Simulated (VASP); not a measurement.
Crystal: Ge2Sb2Te5.

```
Te Sb Ge
1.0
     4.29406    0.00000    0.00000
    -2.14703    3.71877    0.00000
     0.00000    0.00000   17.10135
Te Sb Ge
5 2 2
Direct
  0.66667 0.33333 0.41989
  0.33333 0.66667 0.58011
  0.33333 0.66667 0.20154
  0.66667 0.33333 0.79846
  0.00000 0.00000 0.00000
  0.00000 0.00000 0.32007
  0.00000 0.00000 0.67993
  0.66667 0.33333 0.10290
  0.33333 0.66667 0.89711
```

- Program: VASP 6.6.1
- Task: relaxation of cell and atoms
- Functional: PBE
- Potentials or basis: VASP PAW PBE potentials, release 64 (Te, Sb, Ge_d)
- Cutoff: 600 eV
- k mesh: 5 × 5 × 2
- Occupations: fermi-dirac, width 0.05 eV
- Spin: no spin polarisation

At the start: pressure 0.3 GPa; volume 30.34 Å³/atom.

Task: Where does the relaxation end?

Result: Over 43 steps the energy falls by 6.4 meV/atom and the volume is 31.59 Å³/atom (+4.1 %); space group P-3m1 (No. 164, to 0.1 Å) before and after.

Step by step:
```
step  energy change (eV)  largest force (eV/Å)  pressure (GPa)  volume (Å³)
   1              0.0000                0.1008            0.32       273.09
   3             -0.0030                0.1596           -0.29       276.48
   5             -0.0072                0.1169           -0.19       276.02
   7             -0.0169                0.3887            0.19       278.26
   9             -0.0219                0.2847           -0.02       277.73
  11             -0.0427                0.1321            0.12       278.25
  13             -0.0494                0.0488            0.29       278.74
  15             -0.0530                0.1121           -0.14       281.95
  17             -0.0558                0.0192           -0.07       282.77
  19             -0.0560                0.0160            0.06       282.19
  21             -0.0563                0.0202            0.03       282.40
  23             -0.0564                0.0210           -0.01       282.79
  25             -0.0564                0.0123           -0.02       282.84
  27             -0.0565                0.0200            0.00       282.95
  29             -0.0567                0.0192           -0.06       283.68
  31             -0.0568                0.0147           -0.02       283.43
  33             -0.0569                0.0184            0.12       283.21
  35             -0.0572                0.0123            0.00       283.60
  37             -0.0572                0.0166           -0.03       283.98
  39             -0.0574                0.0269            0.00       284.15
  41             -0.0575                0.0187            0.00       284.21
  43             -0.0576                0.0063            0.01       284.35
```

Final structure:
```cif
data_structure
_symmetry_space_group_name_H-M 'P 1'
_symmetry_Int_Tables_number 1
_cell_length_a 4.2868
_cell_length_b 4.2868
_cell_length_c 17.8674
_cell_angle_alpha 90.000
_cell_angle_beta 90.000
_cell_angle_gamma 120.000
_cell_volume 284.35
loop_
_atom_site_label
_atom_site_type_symbol
_atom_site_fract_x
_atom_site_fract_y
_atom_site_fract_z
_atom_site_occupancy
Te1 Te 0.66667 0.33333 0.40127 1
Te2 Te 0.33333 0.66667 0.59873 1
Te3 Te 0.33333 0.66667 0.19115 1
Te4 Te 0.66667 0.33333 0.80885 1
Te5 Te 0.00000 0.00000 0.00000 1
Sb1 Sb 0.00000 0.00000 0.30605 1
Sb2 Sb 0.00000 0.00000 0.69395 1
Ge1 Ge 0.66667 0.33333 0.09777 1
Ge2 Ge 0.33333 0.66667 0.90223 1
```

Caveat: this functional lacks dispersion, which binds layers or chains, so the pressure and a relaxed spacing across them are unreliable.
